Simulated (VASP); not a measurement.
Input of a VASP 6.6.1 run:

INCAR

```
SYSTEM = Ir
PREC     = Accurate       ! precision mode
ENCUT    = 520            ! plane-wave cutoff, eV
EDIFF    = 1E-7           ! SCF threshold, eV
ISMEAR   = 0              ! smearing method
SIGMA    = 0.15           ! smearing width, eV
LREAL    = .False.        ! projectors in reciprocal space
LASPH    = .True.         ! aspherical terms in the spheres
NELM     = 150            ! most SCF steps
ALGO     = Normal         ! electronic algorithm
ISIF     = 2              ! what is computed and relaxed
LWAVE    = .False.        ! write WAVECAR
LCHARG   = .False.        ! write CHGCAR
ISPIN    = 2              ! spin polarisation
MAGMOM   = 0.8 0.8        ! initial moments
LORBIT   = 11             ! projections on sites
NUPDOWN  = 1.6            ! fixed moment
LMAXMIX  = 4              ! l up to which the mixer works
GGA      = CA             ! functional
NBANDS   = 20             ! bands
```

The input KPOINTS:

```
regular mesh
0
Gamma
  21 21 12
  0 0 0
```

File POSCAR:

```
Ir
1.0
    2.5924095241      0.0000000000      0.0000000000
   -1.2962047621      2.2450925049      0.0000000000
    0.0000000000      0.0000000000      4.2032925665
Ir
2
Direct
    0.6666666667      0.3333333333      0.7500000000
    0.3333333333      0.6666666667      0.2500000000
```

Potentials or basis: VASP PAW LDA potentials, release 64 (Ir).

Run with:

```console
$ cat potpaw_LDA.64/Ir/POTCAR > POTCAR
$ mpirun -np 1 vasp_std > vasp.out
```

(1) Predict the pressure.

## Answers

(1) 83.1 GPa.

Caveat: the cell stands under pressure; the total moment is fixed, so each spin has its own Fermi level and the state may be an excited one.
